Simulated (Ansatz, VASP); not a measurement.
One calculation of InSb, two programs

The input INCAR:

```
ALGO = Normal
EDIFF = 1E-6
EDIFFG = -0.005
ENCUT = 600
IBRION = 2
ISIF = 3
ISMEAR = 0
LASPH = T
LCHARG = F
LREAL = F
LWAVE = F
NELM = 100
NSW = 100
PREC = Accurate
SIGMA = 0.1
```

Contents of KPOINTS:

```
k-points
0
Gamma
  14 14 8
```

POSCAR

```
InSb
1.0
    3.0766560000      0.0000000000      0.0000000000
    0.0000000000      3.0766560000      0.0000000000
    0.0000000000      0.0000000000      6.2154700000
In Sb
1 1
Direct
    0.0000000000      0.0000000000      0.0000000000
    0.0000000000      0.0000000000      0.5000000000
```

Input for Ansatz:

```yaml
crystal:
  lattice:
    - [3.076656, 0.0, 0.0]
    - [0.0, 3.076656, 0.0]
    - [0.0, 0.0, 6.21547]
  atoms:
    - { symbol: In, position: [0.0, 0.0, 0.0] }
    - { symbol: Sb, position: [0.0, 0.0, 0.5] }
basis:
  ecutwfc: 420
kpoints:
  mp_grid: { grid: [14, 14, 8] }
hamiltonian:
  xc: lda
  pseudopotentials: { kind: paw, azcp: { folder: soft_1 } }
scf:
  occupations: { method: gaussian, width: 0.1 }
output:
  forces: true
  stress: true
  eigenvalues: true
  write_density: true
  write_potential: true
  elf: true
  volumetric_format: npy
relax:
  adjacent_minimum: "off"
  f_tol: 0.005
  max_steps: 80
  cell: { stress_tol: 0.05 }
```

Alike in both runs: task relaxation of cell and atoms; functional LDA; k mesh 14 × 14 × 8; occupations gaussian, width 0.1 eV; no spin polarisation.

```csv
,VASP,Ansatz
version,VASP 6.6.1,Ansatz 0.2.0
potentials or method,"VASP PAW LDA potentials, release 64 (In_d, Sb), cutoff 600 eV","scalar-relativistic, plane waves, PAW"
valence electrons in the cell,18,28
```

```csv
,VASP,Ansatz,Ansatz less VASP
"gap on the k mesh at the Fermi level, each at its own relaxed structure (eV)",none,none,-
relaxed volume (Å³/atom),27.38,27.30,-0.082
relaxed cell length with the largest relative difference (Å),3.012,3.008,-0.0036
```

Ansatz warns that its potentials were made for another functional, while VASP's fit it. LDA's correlation is that of Perdew and Zunger in VASP and of Perdew and Wang (1992) in Ansatz. A gap of «none» marks a metal or a gap that the smearing closes. VASP's potentials hold 18 valence electrons a cell and Ansatz's 28, so a difference there can come from the potentials and not from the codes.

Neither program's run includes spin-orbit coupling.
